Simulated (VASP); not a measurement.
Ca2MgAs2, 5 atoms in the cell. It takes space group P4/mmm (No. 123, tetragonal). The conventional cell has a = 3.602 Å, b = 3.602 Å, c = 10.540 Å, α = 90.00°, β = 90.00°, γ = 90.00°. Ca (site symmetry 4mm) has 4 As at 3.02 Å and 1 Mg at 3.27 Å and 4 Ca at 3.60 Å within 4.0 Å. Within 4.0 Å of Mg (site symmetry 4/mmm) lie 8 As at 3.04 Å and 2 Ca at 3.27 Å and 4 Mg at 3.60 Å. As (site symmetry 4mm) has 4 Ca at 3.02 Å and 4 Mg at 3.04 Å and 5 As at 3.30 to 3.60 Å within 4.0 Å. 

| Item | Value |
| --- | --- |
| Program | VASP 6.6.1 |
| Task | single point |
| Functional | PBE |
| Potentials or basis | VASP PAW PBE potentials, release 64 (Ca_sv, Mg, As) |
| Cutoff | 520 eV |
| k mesh | 10 × 10 × 4 |
| Occupations | gaussian, width 0.1 eV |
| Spin | no spin polarisation |
| Dipole correction | no |
| Further INCAR settings | ALGO = Normal; EDIFF = 1e-07; NBANDS = 24 |

Potentials or basis: VASP PAW PBE potentials, release 64 (Ca_sv, Mg, As).

Launch:

```bash
$ cat potpaw_PBE.64/Ca_sv/POTCAR potpaw_PBE.64/Mg/POTCAR potpaw_PBE.64/As/POTCAR > POTCAR
$ mpirun -np 1 vasp_std > vasp.out
```

Hardware: 1 thread of Intel(R) Xeon(R) Platinum 8259CL CPU @ 2.50GHz (Skylake/Cascade Lake) (shared host).

Question: How long does it take, and how much memory?

Answer: It took 3.8 min on 1 thread of Intel(R) Xeon(R) Platinum 8259CL CPU @ 2.50GHz (Skylake/Cascade Lake), with other jobs on the host, peak memory 0.38 GiB. Counts: scf iterations 14, k points 63.
